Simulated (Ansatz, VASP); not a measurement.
## AlN in VASP and in Ansatz

```
CELL_PARAMETERS angstrom
0.00738 2.21308 2.21305
2.15976 -0.01401 2.23432
2.15958 2.23442 -0.01408
ATOMIC_POSITIONS crystal
Al 0.99374 0.98946 0.00096
N 0.75180 0.72817 0.74002
```

Alike in both runs: task single point; functional PBE; k mesh 6 × 6 × 6; no spin polarisation.

|  | VASP | Ansatz |
| --- | --- | --- |
| version | VASP 6.6.1 | Ansatz 0.2.0 |
| potentials or method | VASP PAW PBE potentials, release 64 (Al, N), cutoff 520 eV | plane waves, PAW |
| occupations | gaussian, width 0.01 eV | fixed |
| valence electrons in the cell | 8 | 8 |

Ansatz gave:

| Property | Result |
| --- | --- |
| pressure (GPa) | -1.1 |
| traceless stress, the component that is largest in VASP (GPa) | 2.45 |
| rms of the force components (eV/Å) | 0.297 |

Estimate VASP's values.

pressure (GPa): -1.3; traceless stress, the component that is largest in VASP (GPa): 2.47; rms of the force components (eV/Å): 0.297.

Atom by atom the forces differ by 0.001 eV/Å (rms over components).
